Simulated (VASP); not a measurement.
Here is a VASP 6.6.1 calculation.

The input INCAR:

```
SYSTEM = B2Pt
PREC = Accurate ; ENCUT = 600
EDIFF = 1E-6 ; ISMEAR = 0
SIGMA = 0.1 ; LREAL = .FALSE.
LASPH = .TRUE. ; NELM = 60
ALGO = Normal ; ISIF = 3
LWAVE = .FALSE. ; LCHARG = .FALSE.
GGA = PE ; IVDW = 12
IBRION = 2 ; NSW = 100
EDIFFG = -0.01
```

Contents of KPOINTS:

```
Automatic mesh
0
G
  12 12 6
  0 0 0
```

File POSCAR:

```
B2Pt
1.0
    3.0381734070      0.0000000000      0.0000000000
   -1.5190867035      2.6311353516      0.0000000000
    0.0000000000      0.0000000000      7.1776568827
B Pt
4 2
Direct
    0.3333333333      0.6666666667      0.8906858828
    0.0000000000      0.0000000000      0.3363883437
    0.0000000000      0.0000000000      0.8363883437
    0.6666666667      0.3333333333      0.3906858828
    0.6666666667      0.3333333333      0.0964388435
    0.3333333333      0.6666666667      0.5964388435
```

Potentials or basis: VASP PAW PBE potentials, release 64 (B, Pt).

The run is started by

```sh
$ cat potpaw_PBE.64/B/POTCAR potpaw_PBE.64/Pt/POTCAR > POTCAR
$ mpirun -np 1 vasp_std > vasp.out
```

Task: Predict the dispersion energy per atom.

Result: -0.405 eV.

Task: Estimate the relaxed cell.

Result: a = 3.029 Å, b = 3.029 Å, c = 7.213 Å, α = 90.00°, β = 90.00°, γ = 120.00°.

Task: Estimate the band gap on the k mesh.

Result: Zero (bands 16 and 17 overlap by 0.94 eV).

Task: What does it give for the relaxed volume?

Result: 9.55 Å³/atom.

Final structure:
```
B Pt
1.0
     3.02911    0.00000    0.00000
    -1.51456    2.62329    0.00000
     0.00000    0.00000    7.21259
B Pt
4 2
Cartesian
  0.0000 1.7489 6.4242
  0.0000 0.0000 2.4186
  0.0000 0.0000 6.0249
  1.5146 0.8744 2.8179
  1.5146 0.8744 0.7031
  0.0000 1.7489 4.3094
```

Caveat: spin-orbit coupling is left out, which moves the levels of the heavy elements.
